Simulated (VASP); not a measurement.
Input of a VASP 6.6.1 run:

Contents of INCAR:

```
PREC = Accurate
ENCUT = 520
EDIFF = 1E-6
ISMEAR = -1
SIGMA = 0.05
LREAL = F
LASPH = T
NELM = 80
ALGO = Fast
ISIF = 2
LWAVE = F
LCHARG = T
LELF = T
LVHAR = T
NBANDS = 17
```

The input KPOINTS:

```
regular mesh
0
Gamma
  11 11 6
```

The input POSCAR:

```
Pt
1.0
    2.8148100603      0.0000000000      0.0000000000
   -1.4074050301      2.4376970190      0.0000000000
    0.0000000000      0.0000000000      4.8861212732
Pt
2
Direct
    0.3333333333      0.6666666667      0.2500000000
    0.6666666667      0.3333333333      0.7500000000
```

Potentials or basis: VASP PAW LDA potentials, release 64 (Pt).

The run is started by

```console
$ cat potpaw_LDA.64/Pt/POTCAR > POTCAR
$ mpirun -np 1 vasp_std > vasp.out
```

(1) Estimate the pressure.

(2) Predict the band gap on the k mesh.

Answers

(1) -25.6 GPa.

(2) zero (band 10 reaches 9.52 eV, above the bottom of band 11 at 8.46 eV).

Caveat: spin-orbit coupling is left out, which moves the levels of the heavy elements.
